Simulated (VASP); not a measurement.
Write the native input for VASP 6.6.1 that does the following.

| Quantity | Value |
| --- | --- |
| Task | single point |
| Functional | PBE |
| Potentials or basis | VASP PAW PBE potentials, release 64 (C, O) |
| Cutoff | 520 eV |
| k mesh | 3 × 7 × 5 |
| Occupations | fermi-dirac, width 0.01 eV |
| Spin | no spin polarisation |
| Dipole correction | no |
| Further INCAR settings | ALGO = Normal; EDIFF = 1e-07; NBANDS = 44 |

The structure of CO2 lies in POSCAR:

```
CO2
1.0
   10.9946670000      0.0000000000      0.0000000000
    0.0000000000      3.7668170000      0.0000000000
    0.0000000000      0.0000000000      5.5832640000
C O
4 8
Direct
    0.6274728446      0.0621166882      0.1027264416
    0.3725271554      0.9378833118      0.6027264416
    0.8725271554      0.5621166882      0.6027264416
    0.1274728446      0.4378833118      0.1027264416
    0.5422375639      0.2123399347      0.0287534530
    0.4577624361      0.7876600653      0.5287534530
    0.9577624361      0.7123399347      0.5287534530
    0.0422375639      0.2876600653      0.0287534530
    0.7127798530     -0.0878311777      0.1765191054
    0.2872201470      1.0878311777      0.6765191054
    0.7872201470      0.4121688223      0.6765191054
    0.2127798530      0.5878311777      0.1765191054
```

One way to write it, as run:

INCAR

```
PREC = Accurate ; ENCUT = 520
EDIFF = 1E-7 ; ISMEAR = -1
SIGMA = 0.01 ; LREAL = False
LASPH = True ; NELM = 100
ALGO = Normal ; ISIF = 2
LWAVE = False ; LCHARG = False
GGA = PE ; NBANDS = 44
```

KPOINTS

```
Automatic mesh
0
Gamma
  3 7 5
```

Potentials or basis: VASP PAW PBE potentials, release 64 (C, O).

Run with:

```sh
$ cat potpaw_PBE.64/C/POTCAR potpaw_PBE.64/O/POTCAR > POTCAR
$ mpirun -np 1 vasp_std > vasp.out
```

It gave:

```yaml
Pressure: 1.3 GPa
Largest_force: 0.631 eV/Å
Band_gap_on_the_k_mesh: 6.53 eV
```

Caveat: this functional lacks dispersion, which holds the molecules together, so the pressure and a relaxed volume are unreliable.

It took 3.1 min on 1 thread of AMD EPYC 7R13 Processor (Zen 3), with other jobs on the host, peak memory 0.36 GiB.
